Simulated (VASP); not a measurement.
Ag: single point with PBEsol

Ag:

```
CELL_PARAMETERS angstrom
3.31131 3.31131 -3.31131
3.31131 -3.31131 3.31131
-3.31131 -3.31131 -3.31131
ATOMIC_POSITIONS crystal
Ag 0.00000 0.00000 0.48038
Ag 0.50000 0.00000 0.50000
Ag 0.00000 0.50000 0.50000
Ag 0.50000 0.50000 0.50000
Ag 0.00000 0.00000 0.00000
Ag 0.50000 0.00000 0.00000
Ag 0.00000 0.50000 0.00000
Ag 0.50000 0.50000 0.00000
```

This cell differs from its parent crystal: atom 1 (Ag) moved +0.113 Å along Cartesian [1 1 1].

```
Program                : VASP 6.6.1
Task                   : single point
Functional             : PBEsol
Potentials or basis    : VASP PAW PBE potentials, release 64 (Ag)
Cutoff                 : 520 eV
k mesh                 : 10 × 10 × 10
Occupations            : gaussian, width 0.15 eV
Spin                   : no spin polarisation
Dipole correction      : no
Further INCAR settings : ALGO = Fast; EDIFF = 1e-06; NBANDS = 54
```

```
Pressure               : -7.1 GPa
Largest force          : 0.433 eV/Å
Band gap on the k mesh : zero (bands 44 and 45 overlap by 2.31 eV)
```

Forces on the atoms (eV/Å):
```
Ag  -0.250 -0.250 -0.250
Ag   0.058  0.058 -0.073
Ag   0.058 -0.073  0.058
Ag   0.004  0.001  0.001
Ag   0.201  0.201  0.201
Ag   0.001  0.001  0.004
Ag   0.001  0.004  0.001
Ag  -0.073  0.058  0.058
```

Stress tensor (GPa, compression positive):
```
-7.14  0.07  0.07
 0.07 -7.14  0.07
 0.07  0.07 -7.14
```

Levels at points of the mesh, in eV from the Fermi level:
```csv
k point,band 42,band 43,band 44,band 45,band 46,band 47
"(0.00, 0.00, 0.00)",0.03,0.03,0.03,0.03,0.03,0.03
"(0.50, 0.00, 0.00)",-2.64,0.16,0.20,0.22,0.27,3.23
"(0.00, 0.00, 0.50)",-2.64,0.18,0.21,0.22,0.24,3.18
"(0.50, 0.50, 0.50)",-1.90,-1.90,-1.81,-1.81,-1.81,5.32
```

It took 7.8 min on 1 thread of Intel(R) Xeon(R) 6975P-C (Granite Rapids) (shared host), peak memory 0.74 GiB.

Caveat: the cell differs from its parent crystal (atom 1 (Ag) moved +0.113 Å along Cartesian [1 1 1]); the cell stands under tension; the PAW data sets were made with another functional, which shifts forces and pressure a little.
